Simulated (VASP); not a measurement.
Wanted: the native input for a VASP 6.6.1 run.

* Task: relaxation of cell and atoms
* Functional: PBEsol
* Potentials or basis: VASP PAW PBE potentials, release 64 (Al, Ni)
* Cutoff: 600 eV
* k mesh: 12 × 12 × 8
* Occupations: gaussian, width 0.1 eV
* Spin: no spin polarisation
* Dipole correction: no
* Further INCAR settings: ALGO = Fast; EDIFF = 1e-06; IBRION = 2; EDIFFG = -0.005; NSW = 100; ISIF = 3

The structure of AlNi2 lies in POSCAR:

```
AlNi2
1.0
    3.9740030242      0.0000000000      0.0000000000
   -1.9870015121      3.4415875737      0.0000000000
    0.0000000000      0.0000000000      4.9042588200
Al Ni
2 4
Direct
    0.3333333300      0.6666666700      0.1898740600
    0.6666666700      0.3333333300      0.8101259400
    0.3333333300      0.6666666700      0.6851100400
    0.6666666700      0.3333333300      0.3148899600
    0.0000000000      0.0000000000      0.5000000000
    0.0000000000      0.0000000000      0.0000000000
```

The input as run:

INCAR

```
SYSTEM = AlNi2
PREC = Accurate
ENCUT = 600
EDIFF = 1E-6
ISMEAR = 0
SIGMA = 0.1
LREAL = .False.
LASPH = .True.
NELM = 60
ALGO = Fast
ISIF = 3
LWAVE = .False.
LCHARG = .False.
GGA = PS
IBRION = 2
NSW = 100
EDIFFG = -0.005
```

KPOINTS

```
Automatic mesh
0
Gamma
  12 12 8
  0 0 0
```

Potentials or basis: VASP PAW PBE potentials, release 64 (Al, Ni).

Launch:

```sh
$ cat potpaw_PBE.64/Al/POTCAR potpaw_PBE.64/Ni/POTCAR > POTCAR
$ mpirun -np 1 vasp_std > vasp.out
```

It gave:

- Relaxed volume: 11.19 Å³/atom
- Relaxed cell: a = 3.975 Å, b = 3.975 Å, c = 4.905 Å, α = 90.00°, β = 90.00°, γ = 120.00°
- Space group after relaxing (to 0.1 Å): P-3m1 (No. 164)
- Energy gained by relaxing: 0.2 meV/atom
- Ionic steps: 15
- Pressure after relaxing: 0.0 GPa
- Largest force after relaxing: 0.005 eV/Å
- Band gap on the k mesh: zero (bands 23 and 24 overlap by 4.26 eV)

Caveat: the PAW data sets were made with another functional, which shifts forces and pressure a little.

Run time: 18 min on 1 thread of Intel(R) Xeon(R) Platinum 8488C (Sapphire Rapids) (shared host), peak memory 0.37 GiB.
